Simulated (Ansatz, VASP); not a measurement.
# PbS in VASP and in Ansatz

The input POSCAR:

```
PbS
1.0
    0.0000000000      2.8976156959      2.8976156959
    2.8976156959      0.0000000000      2.8976156959
    2.8976156959      2.8976156959      0.0000000000
Pb S
1 1
Direct
    0.0000000000      0.0000000000      0.0000000000
    0.5000000000      0.5000000000      0.5000000000
```

INCAR.step1

```
  PREC = Accurate
  ENCUT = 520
  ISMEAR = -1
  SIGMA = 0.02
  LREAL = False
  LASPH = True
  NELM = 60
  NBANDS = 17
  GGA = PE
  ALGO = Normal
  EDIFF = 1E-4
  LWAVE = True
  LCHARG = False
```

The input INCAR.step2:

```
  PREC = Accurate
  ENCUT = 520
  EDIFF = 1E-7
  ISMEAR = -1
  SIGMA = 0.02
  LREAL = False
  LASPH = True
  NELM = 60
  ALGO = Normal
  ISIF = 2
  LWAVE = False
  LCHARG = False
  METAGGA = R2SCAN
  LMIXTAU = True
  NBANDS = 17
  ISTART = 1
```

Contents of KPOINTS:

```
regular mesh
0
Gamma
  8 8 8
```

Input for Ansatz:

```yaml
crystal:
  lattice:
    - [0.0, 2.8976156959, 2.8976156959]
    - [2.8976156959, 0.0, 2.8976156959]
    - [2.8976156959, 2.8976156959, 0.0]
  atoms:
    - { symbol: Pb, position: [0.0, 0.0, 0.0] }
    - { symbol: S, position: [0.5, 0.5, 0.5] }
kpoints:
  mp_grid: { grid: [8, 8, 8] }
  band_path:
    path:
      - [0.0, 0.0, 0.0]
      - [0.5, 0.0, 0.5]
      - [0.625, 0.25, 0.625]
      - [0.375, 0.375, 0.75]
      - [0.5, 0.5, 0.5]
      - [0.5, 0.25, 0.75]
      - [0.0, 0.0, 0.5]
    npoints: 1
hamiltonian:
  xc: r2scan
scf:
  occupations: { method: fermi_dirac, width: 0.02 }
  n_extra_bands: 4
output:
  forces: true
  stress: true
  eigenvalues: true
```

Change from the starting cell: hydrostatic strain -3.0%.

Alike in both runs: task single point; functional r2SCAN; k mesh 8 × 8 × 8; occupations fermi-dirac, width 0.02 eV; no spin polarisation.

```csv
,VASP,Ansatz
version,VASP 6.6.1,Ansatz 0.2.0
potentials or method,"VASP PAW PBE potentials, release 64 (Pb_d, S)","plane waves, PAW"
plane-wave cutoff (eV),520,500
valence electrons in the cell,20,20
```

```tsv
	VASP	Ansatz	Ansatz less VASP
pressure (GPa)	6.4	6.4	0.00
```

VASP's potentials were made for PBE, not for r2SCAN.

Spin-orbit coupling is off throughout.
